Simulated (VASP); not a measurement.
Al4As3N: single point with PBE

Crystal: Al4As3N.

```
CELL_PARAMETERS angstrom
5.32912 0.00000 0.00000
0.00000 5.32912 0.00000
0.00000 0.00000 5.32912
ATOMIC_POSITIONS crystal
N 0.00000 0.00000 0.00000
Al 0.78193 0.78193 0.78193
Al 0.21807 0.21807 0.78193
Al 0.21807 0.78193 0.21807
Al 0.78193 0.21807 0.21807
As 0.50000 0.50000 0.00000
As 0.50000 0.00000 0.50000
As 0.00000 0.50000 0.50000
```

- Program: VASP 6.6.1
- Task: single point
- Functional: PBE
- Potentials or basis: VASP PAW PBE potentials, release 64 (N, Al, As)
- Cutoff: 520 eV
- k mesh: 6 × 6 × 6
- Occupations: fermi-dirac, width 0.02 eV
- Spin: non-collinear spin, zero start, spin-orbit coupling
- Starting moments: [[0.0, 0.0, 0.0], [0.0, 0.0, 0.0], [0.0, 0.0, 0.0], [0.0, 0.0, 0.0], [0.0, 0.0, 0.0], [0.0, 0.0, 0.0], [0.0, 0.0, 0.0], [0.0, 0.0, 0.0]] μB

```json
{
 "Pressure": "2.4 GPa",
 "Largest force": "0.157 eV/Å",
 "Net moment": "0.00 μB per cell",
 "Valence electrons inside the program's atomic spheres": "N 3.70; Al 0.76; As 2.94"
}
```

Forces in eV/Å, atoms in the order of the input:
```
N    0.000  0.000  0.000
Al   0.091  0.091  0.091
Al  -0.091 -0.091  0.091
Al  -0.091  0.091 -0.091
Al   0.091 -0.091 -0.091
As   0.000  0.000  0.000
As   0.000  0.000  0.000
As   0.000  0.000  0.000
```

Moments on the atoms (μB; x, y, z):
```
N   0.00 0.00 0.00
Al  0.00 0.00 0.00
Al  0.00 0.00 0.00
Al  0.00 0.00 0.00
Al  0.00 0.00 0.00
As  0.00 0.00 0.00
As  0.00 0.00 0.00
As  0.00 0.00 0.00
```

It took 3.7 min on 1 thread of Intel(R) Xeon(R) 6975P-C (Granite Rapids), on a shared host, peak memory 0.62 GiB.
